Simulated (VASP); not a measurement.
# Pb (P-1) in VASP: single point with RPBE

Aim: the single point of Pb with RPBE.

All numbers are computed with VASP 6.6.1; they aren't measurements. Logs are shortened: lines on timing, memory, paths and dates and some standing lists are left out, and cuts for length are marked.

## 1. The cell of the first run

The typed cell holds 1 atom: a = 3.578 Å, b = 3.470 Å, c = 3.465 Å, α = 60.83°, β = 61.17°, γ = 57.81°.

## 2. Single point, RPBE, non-collinear spin, typed start

Input file INCAR:

```
  PREC = Accurate
  ENCUT = 520
  EDIFF = 1E-6
  ISMEAR = 1
  SIGMA = 0.1
  LREAL = F
  LASPH = T
  NELM = 150
  ALGO = Normal
  ISIF = 2
  LWAVE = F
  LCHARG = T
  LNONCOLLINEAR = T
  MAGMOM = 0.354 0.354 0
  LORBIT = 11
  GGA = RP
  LVHAR = T
  NBANDS = 25
```

Input file KPOINTS:

```
Automatic mesh
0
Gamma
  7 7 7
```

Input file POSCAR:

```
Pb
1.0
   -0.0203540000      2.4659360000      2.5928650000
    2.3768630000      0.0443010000      2.5282100000
    2.4381180000      2.4625360000     -0.0169540000
Pb
1
Direct
    0.0000000000      0.0000000000      0.0000000000
```

Potentials or basis: VASP PAW PBE potentials, release 64 (Pb_d).

Run with:

```bash
> cat potpaw_PBE.64/Pb_d/POTCAR > POTCAR
> mpirun -np 1 vasp_ncl > vasp.out
```

OUTCAR:

```text
PREC = Accurate
   ENCUT = 520
   EDIFF = 1E-6
   ISMEAR = 1
   LREAL = F
   LASPH = T
   NELM = 150
   ISIF = 2
   LNONCOLLINEAR = T
   LORBIT = 11
   GGA = RP

 ion  position               nearest neighbor table
   1  0.000  0.000  0.000-

  LATTYP: Found a triclinic cell.
 ALAT       =     3.4081000113
 B/A-ratio  =     1.4332253039
 C/A-ratio  =     1.0520295907
 COS(alpha) =     0.0023149994
 COS(beta)  =     0.4967857706
 COS(gamma) =     0.7047894457

  Lattice vectors:

 A1 = (   2.3972170000,  -2.4216350000,  -0.0646550000)
 A2 = (  -0.0409010000,  -4.8841710000,  -0.0477010000)
 A3 = (   2.4584720000,  -0.0034000000,  -2.6098190000)

Analysis of symmetry for initial positions (statically):
=====================================================================
 Subroutine PRICEL returns:
 Original cell was already a primitive cell.

 Routine SETGRP: Setting up the symmetry group for a
 triclinic supercell.

 Subroutine GETGRP returns: Found  2 space group operations
 (whereof  2 operations were pure point group operations)
 out of a pool of  2 trial point group operations.

The static configuration has the point symmetry S_2 .

Analysis of symmetry for dynamics (positions and initial velocities):
=====================================================================
 Subroutine PRICEL returns:
 Original cell was already a primitive cell.

 Routine SETGRP: Setting up the symmetry group for a
 triclinic supercell.

 Subroutine GETGRP returns: Found  2 space group operations
 (whereof  2 operations were pure point group operations)
 out of a pool of  2 trial point group operations.

The dynamic configuration has the point symmetry S_2 .

Analysis of structural, dynamic, and magnetic symmetry:
=====================================================================
 Subroutine PRICEL returns:
 Original cell was already a primitive cell.

 Routine SETGRP: Setting up the symmetry group for a
 triclinic supercell.

 Subroutine GETGRP returns: Found  2 space group operations
 (whereof  2 operations were pure point group operations)
 out of a pool of  2 trial point group operations.

The overall configuration has the point symmetry S_2 .

 Subroutine INISYM returns: Found  2 space group operations
[... 107 lines left out ...]
   NUPDOWN=      -1.0000    fix difference up-down
   EMIN   =  10.00;   EMAX   =-10.00  energy-range for DOS
   EFERMI =   0.00;   METHOD = LEGACY
   ISMEAR =     1;   SIGMA  =   0.10  broadening in eV -4-tet -1-fermi 0-gaus
   EFERMI_NEDOS =   21; number of points for ismear=-14 and -15
   IALGO  =     38    algorithm
   IMIX   =      4    mixing-type and parameters
     AMIX     =   0.40;   BMIX     =  1.00
     AMIX_MAG =   1.60;   BMIX_MAG =  1.00
  volume/ion in A,a.u.               =      30.32       204.63
  Fermi-wavevector in a.u.,A,eV,Ry     =   1.265306  2.391081 21.782904  1.600998
  Thomas-Fermi vector in A             =   2.398566
   LORBIT       =     11    0 simple, 1 ext, 2 COOP (PROOUT), +10 PAW based schemes
   GGA     = RP    functional components
   LHFCALC =     F    Hartree Fock is set to
   AEXX    =    0.0000 exact exchange contribution
   IVDW    =     0    specifies the selected vdW correction
   LEPSILON=     F    determine dielectric tensor
   LRPA    =     F    only Hartree local field effects (RPA)
 Methfessel and Paxton  Order N= 1 SIGMA  =   0.10
  energy-cutoff  :      520.00
  volume of cell :       30.32
 maximum number of plane-waves:      1672
   NGX = 13   NGY = 13   NGZ = 13

 number of electron      14.0000002 magnetization       0.0047160      0.0046120      0.0000139

 number of electron      14.0000002 magnetization      -0.0008896     -0.0008870      0.0000036

 number of electron      14.0000002 magnetization      -0.0000282     -0.0000109     -0.0000010

 number of electron      14.0000002 magnetization       0.0000531      0.0000530     -0.0000002

 Free energy of the ion-electron system (eV)
  ---------------------------------------------------
  ext. energy  EPLUGINS =         0.00000000
  ---------------------------------------------------
  free energy    TOTEN  =        -3.14547822 eV

  energy without entropy =       -3.14527956  energy(sigma->0) =       -3.14541200

 E-fermi :   7.4478     XC(G=0): -10.0837

 val. band max:        7.4403413321   @ k =  -0.1429   0.4286   0.4286
 cond. band min:       7.4596092160   @ k =  -0.2857   0.2857   0.2857
 fundamental gap:      0.0192678839
 Fermi energy:         7.4477871988

 k-point     1 :       0.0000    0.0000    0.0000
  band No.  band energies     occupation
      1      -9.7736      1.00000
      2      -9.7736      1.00000
      3      -9.7145      1.00000
      4      -9.7145      1.00000
      5      -9.6885      1.00000
      6      -9.6885      1.00000
[... 661 lines left out ...]
     24      22.0823      0.00000
     25      22.4716      0.00000

 [... further k-points ...]

------------------------ aborting loop because EDIFF is reached ----------------------------------------

  FORCE on cell =-STRESS in cart. coord.  units (eV):
  Direction    XX          YY          ZZ          XY          YZ          ZX
  --------------------------------------------------------------------------------------
  -------------------------------------------------------------------------------------
  Total        0.9081020      1.0416877      0.5793837     -0.0609941     -0.0095518      0.0598019
  in kB       47.9820681     55.0404395     30.6133331     -3.2227889     -0.5046962      3.1597985
  external PRESSURE =      44.5452802 kB  Pullay stress =       0.0000000 kB

 VOLUME and BASIS-vectors are now :
 -----------------------------------------------------------------------------
  energy-cutoff  :      520.00
  volume of cell :       30.32
      direct lattice vectors                 reciprocal lattice vectors
    -0.020354000  2.465936000  2.592865000    -0.205343934  0.204612216  0.189466015
     2.376863000  0.044301000  2.528210000     0.211948637 -0.208470532  0.199929033
     2.438118000  2.462536000 -0.016954000     0.201814497  0.204941094 -0.193324330

 POSITION                                       TOTAL-FORCE (eV/Angst)
 -----------------------------------------------------------------------------------
      0.00000      0.00000      0.00000        -0.000000      0.000000      0.000000
 -----------------------------------------------------------------------------------
    total drift:                               -0.000000      0.000000     -0.000000

  FREE ENERGIE OF THE ION-ELECTRON SYSTEM (eV)
  ---------------------------------------------------
  free  energy   TOTEN  =        -3.1454782224 eV

  energy  without entropy=       -3.1452795618  energy(sigma->0) =       -3.14541200

 total charge

# of ion       s       p       d       tot
------------------------------------------
    1        1.413   0.745   9.811  11.970

 magnetization (x)

# of ion       s       p       d       tot
------------------------------------------
    1       -0.000   0.000   0.000  -0.000

 magnetization (y)

# of ion       s       p       d       tot
------------------------------------------
    1       -0.000   0.000   0.000  -0.000

 magnetization (z)

# of ion       s       p       d       tot
------------------------------------------
    1       -0.000   0.000  -0.000   0.000
```

OSZICAR:

```text
N       E                     dE             d eps       ncg     rms          rms(c)
DAV:   1     0.151417846803E+03    0.15142E+03   -0.66922E+03  8656   0.136E+03
DAV:   2     0.868401651435E+01   -0.14273E+03   -0.13728E+03  8784   0.367E+02
DAV:   3    -0.271708511670E+01   -0.11401E+02   -0.11275E+02 10563   0.123E+02
DAV:   4    -0.310415014586E+01   -0.38707E+00   -0.38675E+00 10807   0.247E+01
DAV:   5    -0.312357088953E+01   -0.19421E-01   -0.19419E-01 12823   0.501E+00    0.211E+00
DAV:   6    -0.314475277445E+01   -0.21182E-01   -0.20112E-02 11863   0.187E+00    0.787E-01
DAV:   7    -0.314584655370E+01   -0.10938E-02   -0.33898E-03 10576   0.702E-01    0.203E-01
DAV:   8    -0.314552843843E+01    0.31812E-03   -0.14289E-03 12655   0.594E-01    0.809E-02
DAV:   9    -0.314552418572E+01    0.42527E-05   -0.24068E-04 10451   0.150E-01    0.378E-02
DAV:  10    -0.314551626200E+01    0.79237E-05   -0.61946E-05 11131   0.112E-01    0.161E-02
DAV:  11    -0.314547897752E+01    0.37284E-04   -0.70857E-06 10969   0.417E-02    0.371E-03
DAV:  12    -0.314547822240E+01    0.75511E-06   -0.45254E-07  7848   0.904E-03
   1 F= -.31454782E+01 E0= -.31454120E+01  d E =-.198661E-03  mag=     0.0000     0.0000     0.0000
```

stdout:

```text
POSCAR found type information on POSCAR Pb
 POSCAR found :  1 types and       1 ions
 scaLAPACK will be used
 -----------------------------------------------------------------------------
|                                                                             |
|                                                                             |
|     You enforced a specific xc type in the INCAR file but a different       |
|     I HOPE YOU KNOW WHAT YOU ARE DOING!                                     |
|                                                                             |
 -----------------------------------------------------------------------------

 LDA part: xc-table for (Slater+PW92), standard interpolation
 POSCAR, INCAR and KPOINTS ok, starting setup
 FFT: planning ... GRIDC
 FFT: planning ... GRID_SOFT
 FFT: planning ... GRID
 WAVECAR not read
 entering main loop
```

It took 6.3 min on 1 thread of AMD EPYC 7R43 (Zen 3), shared host; peak memory 0.32 GiB.

What came out:

```yaml
Free_energy: -3.1455 eV
Pressure: 4.5 GPa
Band_gap_on_the_k_mesh: zero (bands 14 and 15 overlap by 8.58 eV)
Net_moment: 0.00 μB per cell
Valence_electrons_inside_the_program's_atomic_spheres: Pb 11.97
```

Stress tensor (GPa, compression positive):
```
 4.80 -0.32  0.32
-0.32  5.50 -0.05
 0.32 -0.05  3.06
```

Moments on the atoms (μB; x, y, z):
```
Pb  0.00 0.00 0.00
```

Caveat: the cell stands under pressure; the PAW data sets were made with another functional, which shifts forces and pressure a little; spin-orbit coupling is left out, which moves the levels of the heavy elements.
